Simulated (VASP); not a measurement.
Wanted: the native input for a VASP 6.6.1 run.

```
Task                   : single point
Functional             : r2SCAN
Potentials or basis    : VASP PAW PBE potentials, release 64 (P, Ti_sv, Cu)
Cutoff                 : 520 eV
k mesh                 : 5 × 5 × 3
Occupations            : tetrahedron
Spin                   : no spin polarisation
Hubbard terms          : Cu d U = 4.0 eV
Dipole correction      : no
Further INCAR settings : ALGO = Normal; EDIFF = 1e-06; NBANDS = 34
```

Crystal: Ti2CuP3.

```
P Ti Cu
1.0
     3.40046    0.00000    0.00000
     0.00000    3.40046    0.00000
     0.00000    0.00000    7.52736
P Ti Cu
3 2 1
Direct
  0.00000 0.50000 0.37556
  0.50000 0.00000 0.62444
  0.50000 0.50000 0.00000
  0.00000 0.50000 0.72262
  0.50000 0.00000 0.27738
  0.00000 0.00000 0.00000
```

One way to write it, as run:

POSCAR

```
Ti2CuP3
1.0
    3.4004609095      0.0000000000      0.0000000000
    0.0000000000      3.4004609095      0.0000000000
    0.0000000000      0.0000000000      7.5273623541
P Ti Cu
3 2 1
Direct
    0.0000000000      0.5000000000      0.3755648266
    0.5000000000      0.0000000000      0.6244351734
    0.5000000000      0.5000000000      0.0000000000
    0.0000000000      0.5000000000      0.7226196277
    0.5000000000      0.0000000000      0.2773803723
    0.0000000000      0.0000000000      0.0000000000
```

INCAR.step1

```
PREC = Accurate ; ENCUT = 520
ISMEAR = -5 ; SIGMA = 0.1
LREAL = False ; LASPH = True
NELM = 150 ; LMAXMIX = 4
LDAU = True ; LDAUTYPE = 2
LDAUL = -1 -1 2 ; LDAUU = 0 0 4
LDAUJ = 0 0 0 ; NBANDS = 34
GGA = PE ; ALGO = Normal
EDIFF = 1E-4 ; LWAVE = True
LCHARG = False
```

INCAR.step2

```
PREC = Accurate ; ENCUT = 520
EDIFF = 1E-6 ; ISMEAR = -5
SIGMA = 0.1 ; LREAL = False
LASPH = True ; NELM = 150
ALGO = Normal ; ISIF = 2
LWAVE = False ; LCHARG = False
LMAXMIX = 4 ; LDAU = True
LDAUTYPE = 2 ; LDAUL = -1 -1 2
LDAUU = 0 0 4 ; LDAUJ = 0 0 0
LDAUPRINT = 1 ; METAGGA = R2SCAN
LMIXTAU = True ; NBANDS = 34
ISTART = 1
```

KPOINTS

```
regular mesh
0
Gamma
  5 5 3
```

Potentials or basis: VASP PAW PBE potentials, release 64 (P, Ti_sv, Cu).

The run is started by

```sh
$ cat potpaw_PBE.64/P/POTCAR potpaw_PBE.64/Ti_sv/POTCAR potpaw_PBE.64/Cu/POTCAR > POTCAR
$ cp INCAR.step1 INCAR
$ mpirun -np 1 vasp_std > vasp.out
$ cp INCAR.step2 INCAR
$ mpirun -np 1 vasp_std > vasp.out
```

It gave:

| Property | Result |
| --- | --- |
| Pressure | -0.6 GPa |
| Largest force | 0.058 eV/Å |
| Band gap on the k mesh | zero (band 25 reaches 9.58 eV, above the bottom of band 26 at 7.89 eV) |

Caveat: the k points lie up to 0.37 Å⁻¹ apart; the PAW data sets were made with another functional, which shifts forces and pressure a little; U without spin polarisation on a metal has little footing; the U is typed as a test and isn't derived for this compound; tetrahedron occupations give inexact forces and stress in metals.

It took 2 min on 1 thread of AMD EPYC 9R14 (Zen 4), with other jobs on the host, peak memory 0.19 GiB.
